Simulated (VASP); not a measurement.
Set up this calculation in VASP 6.6.1, as the native input.

```yaml
Task: single point
Functional: BLYP
Potentials_or_basis: VASP PAW PBE potentials, release 64 (Ag)
Cutoff: 520 eV
k_mesh: 13 × 13 × 7
Occupations: fermi-dirac, width 0.1 eV
Spin: no spin polarisation
Dipole_correction: no
Further_INCAR_settings: ALGO = Normal; EDIFF = 1e-06; NBANDS = 18
```

The structure of Ag lies in POSCAR:

```
Ag
1.0
    2.9427871483      0.0000000000      0.0000000000
   -1.4713935741      2.5485284283      0.0000000000
    0.0000000000      0.0000000000      4.7494746547
Ag
2
Direct
    0.3333333333      0.6666666667      0.2500000000
    0.6666666667      0.3333333333      0.7500000000
```

This isn't the form of Ag at room conditions, which is fcc.

One way to write it, as run:

INCAR

```
PREC = Accurate
ENCUT = 520
EDIFF = 1E-6
ISMEAR = -1
SIGMA = 0.1
LREAL = False
LASPH = True
NELM = 80
ALGO = Normal
ISIF = 2
LWAVE = False
LCHARG = False
GGA = B5
ALDAX = 1.0
AGGAX = 1.0
AGGAC = 1.0
ALDAC = 0.0
NBANDS = 18
```

KPOINTS

```
Automatic mesh
0
Gamma
  13 13 7
```

Potentials or basis: VASP PAW PBE potentials, release 64 (Ag).

Command:

```sh
$ cat potpaw_PBE.64/Ag/POTCAR > POTCAR
$ mpirun -np 1 vasp_std > vasp.out
```

Results of the run:

The pressure is 7.2 GPa and the band gap on the k mesh is zero (bands 11 and 12 overlap by 6.36 eV).

Caveat: the cell stands under pressure; the PAW data sets were made with another functional, which shifts forces and pressure a little.

Wall time 68 s on 1 thread of Intel Xeon 8259CL (shared host), peak memory 0.18 GiB.
